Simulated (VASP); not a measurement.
Mg4FeO3:

```
Mg Fe O
1.0
     2.89774    0.00000    0.00000
     0.00000    2.89774    0.00000
     0.00000    0.00000   11.82574
Mg Fe O
4 1 3
Direct
  0.00000 0.00000 0.85752
  0.00000 0.00000 0.14248
  0.00000 0.00000 0.38098
  0.00000 0.00000 0.61902
  0.50000 0.50000 0.00000
  0.50000 0.50000 0.26272
  0.50000 0.50000 0.50000
  0.50000 0.50000 0.73728
```

The cell was generated, and may not be a known phase.

| Item | Value |
| --- | --- |
| Program | VASP 6.6.1 |
| Task | relaxation of cell and atoms |
| Functional | PBE |
| Potentials or basis | VASP PAW PBE potentials, release 64 (Mg, Fe, O) |
| Cutoff | 600 eV |
| k mesh | 6 × 6 × 2 |
| Occupations | gaussian, width 0.2 eV |
| Spin | collinear spin, ferromagnetic start |
| Starting moments | [0.0, 0.0, 0.0, 0.0, 4.0, 0.0, 0.0, 0.0] μB |

At the start: pressure -11.3 GPa; volume 12.41 Å³/atom.

Task: Where does the relaxation end?

Result: Over 10 steps the energy falls by 198.3 meV/atom and the volume is 10.76 Å³/atom (-13.3 %); space group P4/mmm (No. 123, to 0.1 Å) before and after; moment 2.18 μB per cell.

Step by step:
```tsv
step	energy change (eV)	largest force (eV/Å)	pressure (GPa)	volume (Å³)
1	0.0000	1.6880	-11.34	99.30
2	-0.8906	1.5507	-0.65	87.16
3	-0.9546	1.4009	4.56	83.47
4	-1.2609	0.9525	3.57	83.84
5	-1.3288	1.1655	3.50	84.05
6	-1.5164	0.5352	-1.77	87.59
7	-1.5255	0.3767	-2.97	88.57
8	-1.5775	0.2279	-0.46	86.61
9	-1.5793	0.2401	0.12	86.19
10	-1.5862	0.0733	0.40	86.07
```

Final structure:
```
CELL_PARAMETERS angstrom
2.66528 0.00000 0.00000
0.00000 2.66528 0.00000
0.00000 0.00000 12.11631
ATOMIC_POSITIONS crystal
Mg 0.00000 0.00000 0.82806
Mg 0.00000 0.00000 0.17194
Mg 0.00000 0.00000 0.39001
Mg 0.00000 0.00000 0.60999
Fe 0.50000 0.50000 0.00000
O 0.50000 0.50000 0.28029
O 0.50000 0.50000 0.50000
O 0.50000 0.50000 0.71971
```

Caveat: the k points lie up to 0.39 Å⁻¹ apart in the final cell; a cell with one magnetic atom can't hold antiferromagnetic order, which such compounds often take; the relaxation stopped at a loose force limit of 0.08 eV/Å, so its end isn't a converged minimum.
